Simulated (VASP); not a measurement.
Input of a VASP 6.6.1 run:

INCAR

```
SYSTEM = Ge8N
ALGO = Fast ; EDIFF = 1E-6
ENCUT = 520 ; GGA = CA
ISIF = 2 ; ISMEAR = 0
LASPH = .TRUE. ; LCHARG = .TRUE.
LELF = .TRUE. ; LREAL = .FALSE.
LVHAR = .TRUE. ; LWAVE = .FALSE.
NBANDS = 68 ; NELM = 80
PREC = Accurate ; SIGMA = 0.15
```

KPOINTS

```
k-points
0
G
  6 6 6
  0 0 0
```

File POSCAR:

```
Ge8N
1.0
    5.6214248924      0.0000000000      0.0000000000
    0.0000000000     -5.6214248924      0.0000000000
    0.0000000000      0.0000000000     -5.6214248924
Ge N
8 1
Direct
    0.5000000000      0.0000000000      0.0000000000
    0.0000000000      0.5000000000      0.0000000000
    0.0000000000      0.0000000000      0.5000000000
    0.5000000000      0.5000000000      0.5000000000
    0.7500000000      0.7500000000      0.7500000000
    0.2500000000      0.2500000000      0.7500000000
    0.2500000000      0.7500000000      0.2500000000
    0.7500000000      0.2500000000      0.2500000000
    1.0833333333      0.5416666667      0.7083333333
```

Potentials or basis: VASP PAW LDA potentials, release 64 (Ge_d, N).

Command:

```bash
$ cat potpaw_LDA.64/Ge_d/POTCAR potpaw_LDA.64/N/POTCAR > POTCAR
$ mpirun -np 1 vasp_std > vasp.out
```

Question: Predict the pressure.

Answer: 5.8 GPa.

Question: What does it give for the band gap on the k mesh?

Answer: Zero (an odd number of electrons rules out a gap without spin polarisation).

Forces in eV/Å, atoms in the order of the input:
```
Ge  -0.043 -0.040 -0.535
Ge  -0.938 -0.644 -4.635
Ge   0.196  0.219  0.036
Ge   0.303 -0.244  0.184
Ge  -0.423 -0.158  0.923
Ge   0.444  1.243  1.587
Ge  -0.132  0.011 -0.328
Ge  -0.052  0.197 -0.021
N    0.646 -0.583  2.788
```
